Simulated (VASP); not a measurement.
# Si (Fd-3m) in VASP: notebook

Si is run at these levels: PBE-based screened hybrid with 50 % exact exchange, PBE-based screened hybrid with 40 % exact exchange; tasks: single point.

All numbers are computed with VASP 6.6.1; they aren't measurements. Logs are shortened: lines on timing, memory, paths and dates and some standing lists are left out, and cuts for length are marked.

### 1 The cell of the first run

The structure is cubic, space group Fd-3m (No. 227). Conventional cell: a = 5.444 Å, b = 5.444 Å, c = 5.444 Å, α = 90.00°, β = 90.00°, γ = 90.00°. Within 3.1 Å of Si (site symmetry -43m) lie 4 Si at 2.36 Å.

### 2 Single point, PBE-based screened hybrid with 50 % exact exchange

POSCAR reads:

```
Si
1.0
    0.0000000000      2.7221188962      2.7221188962
    2.7221188962      0.0000000000      2.7221188962
    2.7221188962      2.7221188962      0.0000000000
Si
2
Direct
    0.0000000000      0.0000000000      0.0000000000
    0.2500000000      0.2500000000      0.2500000000
```

INCAR.step1 reads:

```
SYSTEM = Si
PREC     = Accurate       ! precision mode
ENCUT    = 520            ! plane-wave cutoff, eV
EDIFF    = 1E-5           ! SCF threshold, eV
ISMEAR   = 0              ! smearing method
SIGMA    = 0.01           ! smearing width, eV
LREAL    = .False.        ! projectors in reciprocal space
LASPH    = .True.         ! aspherical terms in the spheres
NELM     = 60             ! most SCF steps
ALGO     = Normal         ! electronic algorithm
ISIF     = 2              ! what is computed and relaxed
LWAVE    = .True.         ! write WAVECAR
LCHARG   = .False.        ! write CHGCAR
GGA      = PE             ! functional
NBANDS   = 11             ! bands
```

INCAR.step2 reads:

```
SYSTEM = Si
PREC     = Accurate       ! precision mode
ENCUT    = 520            ! plane-wave cutoff, eV
EDIFF    = 1E-7           ! SCF threshold, eV
ISMEAR   = 0              ! smearing method
SIGMA    = 0.01           ! smearing width, eV
LREAL    = .False.        ! projectors in reciprocal space
LASPH    = .True.         ! aspherical terms in the spheres
NELM     = 60             ! most SCF steps
ALGO     = Normal         ! electronic algorithm
ISIF     = 2              ! what is computed and relaxed
LWAVE    = .False.        ! write WAVECAR
LCHARG   = .False.        ! write CHGCAR
GGA      = PE             ! functional
LHFCALC  = .True.         ! exact exchange
AEXX     = 0.5            ! exact-exchange fraction
HFSCREEN = 0.1            ! screening, 1/A
PRECFOCK = Normal       
ISTART   = 1            
NBANDS   = 11             ! bands
```

KPOINTS reads:

```
Automatic mesh
0
Gamma
  4 4 4
  0 0 0
```

Potentials or basis: VASP PAW PBE potentials, release 64 (Si).

Run with:

```console
$ cat potpaw_PBE.64/Si/POTCAR > POTCAR
$ cp INCAR.step1 INCAR
$ mpirun -np 1 vasp_std > vasp.out
$ cp INCAR.step2 INCAR
$ mpirun -np 1 vasp_std > vasp.out
```

OUTCAR:

```text
SYSTEM = Si
   PREC = Accurate
   ENCUT = 520
   EDIFF = 1E-7
   ISMEAR = 0
   LREAL = .False.
   LASPH = .True.
   NELM = 60
   ISIF = 2
   GGA = PE
   LHFCALC = .True.
   AEXX = 0.5
   HFSCREEN = 0.1
   PRECFOCK = Normal
   ISTART = 1

 ion  position               nearest neighbor table
   1  0.000  0.000  0.000-   2 2.36   2 2.36   2 2.36   2 2.36
   2  0.250  0.250  0.250-   1 2.36   1 2.36   1 2.36   1 2.36

  LATTYP: Found a face centered cubic cell.
 ALAT       =     5.4442377924

  Lattice vectors:

 A1 = (   0.0000000000,   2.7221188962,   2.7221188962)
 A2 = (   2.7221188962,   0.0000000000,   2.7221188962)
 A3 = (   2.7221188962,   2.7221188962,   0.0000000000)

Analysis of symmetry for initial positions (statically):
=====================================================================
 Subroutine PRICEL returns:
 Original cell was already a primitive cell.

 Routine SETGRP: Setting up the symmetry group for a
 face centered cubic supercell.

 Subroutine GETGRP returns: Found 48 space group operations
 (whereof 24 operations were pure point group operations)
 out of a pool of 48 trial point group operations.

The static configuration has the point symmetry T_d .
 The point group associated with its full space group is O_h .

Analysis of symmetry for dynamics (positions and initial velocities):
=====================================================================
 Subroutine PRICEL returns:
 Original cell was already a primitive cell.

 Routine SETGRP: Setting up the symmetry group for a
 face centered cubic supercell.

 Subroutine GETGRP returns: Found 48 space group operations
 (whereof 24 operations were pure point group operations)
 out of a pool of 48 trial point group operations.

The dynamic configuration has the point symmetry T_d .
 The point group associated with its full space group is O_h .

 Subroutine INISYM returns: Found 48 space group operations
 (whereof 24 operations are pure point group operations),
 and found     1 'primitive' translations

----------------------------------------------------------------------------------------

                                     Primitive cell

  volume of cell :      40.3414

  direct lattice vectors                    reciprocal lattice vectors
     0.000000000  2.722118896  2.722118896    -0.183680441  0.183680441  0.183680441
     2.722118896  0.000000000  2.722118896     0.183680441 -0.183680441  0.183680441
     2.722118896  2.722118896  0.000000000     0.183680441  0.183680441 -0.183680441

  length of vectors
     3.849657461  3.849657461  3.849657461     0.318143857  0.318143857  0.318143857

  position of ions in fractional coordinates (direct lattice)
     0.000000000  0.000000000  0.000000000
     0.250000000  0.250000000  0.250000000

  ion indices of the primitive-cell ions
   primitive index   ion index
                 1           1
                 2           2

----------------------------------------------------------------------------------------

 KPOINTS: Automatic mesh

Automatic generation of k-mesh.
 Grid dimensions read from file:
 generate k-points for:    4    4    4

 Generating k-lattice:

  Cartesian coordinates                     Fractional coordinates (reciprocal lattice)
    -0.045920110  0.045920110  0.045920110     0.250000000  0.000000000  0.000000000
     0.045920110 -0.045920110  0.045920110     0.000000000  0.250000000  0.000000000
     0.045920110  0.045920110 -0.045920110     0.000000000  0.000000000  0.250000000

  Length of vectors
     0.079535964  0.079535964  0.079535964

  Shift w.r.t. Gamma in fractional coordinates (k-lattice)
     0.000000000  0.000000000  0.000000000

 Subroutine IBZKPT returns following result:
 ===========================================

 Found      8 irreducible k-points:

 Following reciprocal coordinates:
            Coordinates               Weight
  0.000000  0.000000  0.000000      1.000000
  0.250000  0.000000  0.000000      8.000000
  0.500000  0.000000  0.000000      4.000000
  0.250000  0.250000  0.000000      6.000000
  0.500000  0.250000  0.000000     24.000000
 -0.250000  0.250000  0.000000     12.000000
  0.500000  0.500000  0.000000      3.000000
 -0.250000  0.500000  0.250000      6.000000
   k-points           NKPTS =      8   k-points in BZ     NKDIM =     64   number of bands    NBANDS=     11
   number of dos      NEDOS =    301   number of ions     NIONS =      2
   total plane-waves  NPLWV =  27000
   dimension x,y,z NGX =    30 NGY =   30 NGZ =   30
   dimension x,y,z NGXF=    60 NGYF=   60 NGZF=   60
   ions per type =               2
   NGX,Y,Z   is equivalent  to a cutoff of  12.96, 12.96, 12.96 a.u.
   NGXF,Y,Z  is equivalent  to a cutoff of  25.91, 25.91, 25.91 a.u.
 SYSTEM =  Si
   PREC   = accura    normal or accurate (medium, high low for compatibility)
   ISTART =      1    job   : 0-new  1-cont  2-samecut
   ICHARG =      0    charge: 1-file 2-atom 10-const
   ISPIN  =      1    spin polarized calculation?
   LNONCOLLINEAR =      F non collinear calculations
   LSORBIT =      F    spin-orbit coupling
   LASPH  =      T    aspherical Exc in radial PAW
   ENCUT  =  520.0 eV  38.22 Ry    6.18 a.u.   7.16  7.16  7.16*2*pi/ulx,y,z
   NELM   =     60;   NELMIN=  2; NELMDL=  0     # of ELM steps
   EDIFF  = 0.1E-06   stopping-criterion for ELM
   LREAL  =      F    real-space projection
   EDIFFG = 0.1E-05   stopping-criterion for IOM
   NSW    =      0    number of steps for IOM
   IBRION =     -1    ionic relax: 0-MD 1-quasi-New 2-CG
   NFREE  =      0    steps in history (QN), initial steepest desc. (CG)
   ISIF   =      2    stress and relaxation
   ISYM   =      3    0-nonsym 1-usesym 2-fastsym
   POTIM  = 0.5000    time-step for ionic-motion
   TEBEG  =    0.0;   TEEND  =   0.0 temperature during run
   PSTRESS=    0.0 pullay stress
   NELECT =       8.0000    total number of electrons
   NUPDOWN=      -1.0000    fix difference up-down
   EMIN   =  10.00;   EMAX   =-10.00  energy-range for DOS
   EFERMI =   0.00;   METHOD = LEGACY
   ISMEAR =     0;   SIGMA  =   0.01  broadening in eV -4-tet -1-fermi 0-gaus
   EFERMI_NEDOS =   21; number of points for ismear=-14 and -15
   IALGO  =     38    algorithm
   IMIX   =      1    mixing-type and parameters
     AMIX     =   0.40;   BMIX     =  1.00
     AMIX_MAG =   1.60;   BMIX_MAG =  1.00
  volume/ion in A,a.u.               =      20.17       136.12
  Fermi-wavevector in a.u.,A,eV,Ry     =   0.954672  1.804069 12.400344  0.911400
  Thomas-Fermi vector in A             =   2.083440
   LORBIT       =      0    0 simple, 1 ext, 2 COOP (PROOUT), +10 PAW based schemes
   GGA     = PE    functional components
   LHFCALC =     T    Hartree Fock is set to
   PRECFOCK=normal    Normal, Fast or Accurate (Low or Medium for compatibility)
   ENCUT4O =  -1.0   cutoff for four orbital integrals eV
   NKREDX  =     1    reduce k-point grid by
   NKREDY  =     1    reduce k-point grid by
   NKREDZ  =     1    reduce k-point grid by
   AEXX    =    0.5000 exact exchange contribution
   HFSCREEN=    0.1000 screening length (either q_TF or 0.3 A-1)
   HFSCREENC=   0.1000 screening length for correlation (either q_TF or 0.3 A-1)
   ENCUTFOCK=  -1.0 apply spherical cutoff to Coloumb kernel
   IVDW    =     0    specifies the selected vdW correction
   LEPSILON=     F    determine dielectric tensor
   LRPA    =     F    only Hartree local field effects (RPA)
 non-spin polarized calculation
 Gauss-broadening in eV      SIGMA  =   0.01
  energy-cutoff  :      520.00
  volume of cell :       40.34
 maximum number of plane-waves:      1106
 NGX is ok and might be reduce to    30
  NGX = 24; NGY = 24; NGZ = 24

 number of electron       8.0000001 magnetization

 Free energy of the ion-electron system (eV)
  ---------------------------------------------------
  ext. energy  EPLUGINS =         0.00000000
  ---------------------------------------------------
  free energy    TOTEN  =       -15.27596697 eV

  energy without entropy =      -15.27596697  energy(sigma->0) =      -15.27596697

 E-fermi :   4.7203     XC(G=0):  -5.8945

 val. band max:        4.6073854551   @ k =   0.0000   0.0000   0.0000
 cond. band min:       7.2982300355   @ k =   0.5000   0.5000   0.0000
 fundamental gap:      2.6908445803
 Fermi energy:         4.7203193631

 k-point     1 :       0.0000    0.0000    0.0000
  band No.  band energies     occupation
      1      -9.9540      2.00000
      2       4.6074      2.00000
      3       4.6074      2.00000
      4       4.6074      2.00000
      5       9.5018      0.00000
      6       9.5018      0.00000
      7       9.5018      0.00000
      8      10.6827      0.00000
      9      15.0079      0.00000
     10      15.2614      0.00000
     11      15.2614      0.00000

 k-point     2 :       0.2500    0.0000    0.0000
  band No.  band energies     occupation
      1      -8.9855      2.00000
      2      -0.0017      2.00000
      3       3.7527      2.00000
      4       3.7527      2.00000
      5       8.9243      0.00000
      6      10.5611      0.00000
      7      10.5611      0.00000
      8      14.4256      0.00000
      9      14.6074      0.00000
     10      14.6074      0.00000
     11      16.2156      0.00000

 k-point     3 :       0.5000    0.0000    0.0000
  band No.  band energies     occupation
      1      -7.1196      2.00000
      2      -3.8121      2.00000
      3       3.1911      2.00000
      4       3.1911      2.00000
      5       8.3723      0.00000
      6      10.3483      0.00000
      7      10.3483      0.00000
      8      14.8830      0.00000
      9      18.4593      0.00000
     10      18.4593      0.00000
     11      19.0829      0.00000
[... 43 lines left out ...]
 k-point     7 :       0.5000    0.5000    0.0000
  band No.  band energies     occupation
      1      -4.8827      2.00000
      2      -4.8827      2.00000
      3       1.2074      2.00000
      4       1.2074      2.00000
      5       7.2982      0.00000
      6       7.2982      0.00000
      7      18.2478      0.00000
      8      18.2478      0.00000
      9      18.8839      0.00000
     10      18.8839      0.00000
     11      20.5659      0.00000

 k-point     8 :      -0.2500    0.5000    0.2500
  band No.  band energies     occupation
      1      -4.6839      2.00000
      2      -4.6839      2.00000
      3       0.1362      2.00000
      4       0.1362      2.00000
      5      11.2052      0.00000
      6      11.2052      0.00000
      7      12.3491      0.00000
      8      12.3491      0.00000
      9      18.6214      0.00000
     10      18.6214      0.00000
     11      21.1632      0.00000

------------------------ aborting loop because EDIFF is reached ----------------------------------------

  FORCE on cell =-STRESS in cart. coord.  units (eV):
  Direction    XX          YY          ZZ          XY          YZ          ZX
  --------------------------------------------------------------------------------------
  -------------------------------------------------------------------------------------
  Total       -0.5675042     -0.5675042     -0.5675042      0.0000000      0.0000000     -0.0000000
  in kB      -22.5386756    -22.5386756    -22.5386756      0.0000000      0.0000000     -0.0000000
  external PRESSURE =     -22.5386756 kB  Pullay stress =       0.0000000 kB

 VOLUME and BASIS-vectors are now :
 -----------------------------------------------------------------------------
  energy-cutoff  :      520.00
  volume of cell :       40.34
      direct lattice vectors                 reciprocal lattice vectors
     0.000000000  2.722118896  2.722118896    -0.183680441  0.183680441  0.183680441
     2.722118896  0.000000000  2.722118896     0.183680441 -0.183680441  0.183680441
     2.722118896  2.722118896  0.000000000     0.183680441  0.183680441 -0.183680441

 POSITION                                       TOTAL-FORCE (eV/Angst)
 -----------------------------------------------------------------------------------
      0.00000      0.00000      0.00000         0.000000      0.000000      0.000000
      1.36106      1.36106      1.36106        -0.000000     -0.000000     -0.000000
 -----------------------------------------------------------------------------------
    total drift:                                0.000001      0.000001      0.000001

  FREE ENERGIE OF THE ION-ELECTRON SYSTEM (eV)
  ---------------------------------------------------
  free  energy   TOTEN  =       -15.2759669656 eV

  energy  without entropy=      -15.2759669656  energy(sigma->0) =      -15.27596697
```

It took 2.2 min on 1 thread of Intel Xeon Platinum 8259CL at 2.50GHz (Skylake/Cascade Lake), shared host; peak memory 0.25 GiB.

Results:

```
Free energy            : -15.2760 eV
Pressure               : -2.3 GPa
Band gap on the k mesh : 2.69 eV (least direct gap 4.89 eV)
```

Caveat: the k points lie up to 0.50 Å⁻¹ apart; the PAW data sets were made with another functional, which shifts forces and pressure a little.

### 3 Single point, PBE-based screened hybrid with 40 % exact exchange

POSCAR is that of step 2.

INCAR.step1 reads:

```
  PREC = Accurate
  ENCUT = 520
  EDIFF = 1E-5
  ISMEAR = 0
  SIGMA = 0.01
  LREAL = False
  LASPH = True
  NELM = 100
  ALGO = Normal
  ISIF = 2
  LWAVE = True
  LCHARG = False
  GGA = PE
  NBANDS = 11
```

INCAR.step2 reads:

```
  PREC = Accurate
  ENCUT = 520
  EDIFF = 1E-6
  ISMEAR = 0
  SIGMA = 0.01
  LREAL = False
  LASPH = True
  NELM = 100
  ALGO = Normal
  ISIF = 2
  LWAVE = False
  LCHARG = False
  GGA = PE
  LHFCALC = True
  AEXX = 0.4
  HFSCREEN = 0.3
  PRECFOCK = Normal
  ISTART = 1
  NBANDS = 11
```

KPOINTS reads:

```
regular mesh
0
Gamma
  4 4 4
```

Potentials or basis: VASP PAW PBE potentials, release 64 (Si).

Run with:

```console
$ cat potpaw_PBE.64/Si/POTCAR > POTCAR
$ cp INCAR.step1 INCAR
$ mpirun -np 1 vasp_std > vasp.out
$ cp INCAR.step2 INCAR
$ mpirun -np 1 vasp_std > vasp.out
```

Wall time 1.9 min (1 thread of Intel Xeon Platinum 8259CL at 2.50GHz (Skylake/Cascade Lake), shared host); peak memory 0.26 GiB.

The run converged. Its results:

```
Free energy            : -12.8688 eV
Pressure               : -0.7 GPa
Band gap on the k mesh : 1.47 eV (least direct gap 3.56 eV)
```

Levels at points of the mesh, in eV from the valence-band top:
```tsv
k point	band 2	band 3	band 4	band 5	band 6	band 7
(0.00, 0.00, 0.00)	0.00	0.00	0.00	3.56	3.56	3.56
(0.50, 0.00, 0.00)	-7.88	-1.33	-1.33	2.45	4.37	4.37
(0.50, 0.50, 0.00)	-8.93	-3.18	-3.18	1.47	1.47	11.90
```

Caveat: the k points lie up to 0.50 Å⁻¹ apart; the PAW data sets were made with another functional, which shifts forces and pressure a little. A k mesh can miss the band edges.
